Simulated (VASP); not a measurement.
Write the native input for VASP 6.6.1 that does the following.

```
Task                   : single point
Functional             : PBE
Potentials or basis    : VASP PAW PBE potentials, release 64 (V_sv)
Cutoff                 : 520 eV
k mesh                 : 6 × 6 × 6
Occupations            : gaussian, width 0.1 eV
Spin                   : collinear spin, ferromagnetic start
Starting moments       : [2.0, 2.0, 2.0] μB
Dipole correction      : no
Further INCAR settings : ALGO = Normal; EDIFF = 1e-06; NBANDS = 30
```

The structure of V lies in POSCAR:

```
V
1.0
    3.0386887800      0.0000000000      0.0000000000
    0.0000000000      3.0386887800      0.0000000000
    0.0000000000      0.0000000000      3.0386887800
V
3
Direct
    0.5000000000      0.0000000000      0.0000000000
    0.0000000000      0.5000000000      0.0000000000
    0.0000000000      0.0000000000      0.5000000000
```

The cell was built from a structure type or drawn by symmetry, and may not be a known phase.

The input as run:

INCAR

```
  PREC = Accurate
  ENCUT = 520
  EDIFF = 1E-6
  ISMEAR = 0
  SIGMA = 0.1
  LREAL = F
  LASPH = T
  NELM = 150
  ALGO = Normal
  ISIF = 2
  LWAVE = F
  LCHARG = T
  ISPIN = 2
  MAGMOM = 2 2 2
  LORBIT = 11
  LMAXMIX = 4
  GGA = PE
  LELF = T
  LVHAR = T
  NBANDS = 30
```

KPOINTS

```
regular mesh
0
Gamma
  6 6 6
```

Potentials or basis: VASP PAW PBE potentials, release 64 (V_sv).

Run with:

```sh
$ cat potpaw_PBE.64/V_sv/POTCAR > POTCAR
$ mpirun -np 1 vasp_std > vasp.out
```

It gave:

| Quantity | Value |
| --- | --- |
| Pressure | 170.8 GPa |
| Net moment | 0.00 μB per cell |
| Valence electrons inside the program's atomic spheres | V 12.90 |

Caveat: the cell stands under pressure.

It took 20 s on 1 thread of AMD EPYC 9R45 96-Core Processor (Zen 5), on a shared host, peak memory 0.13 GiB.
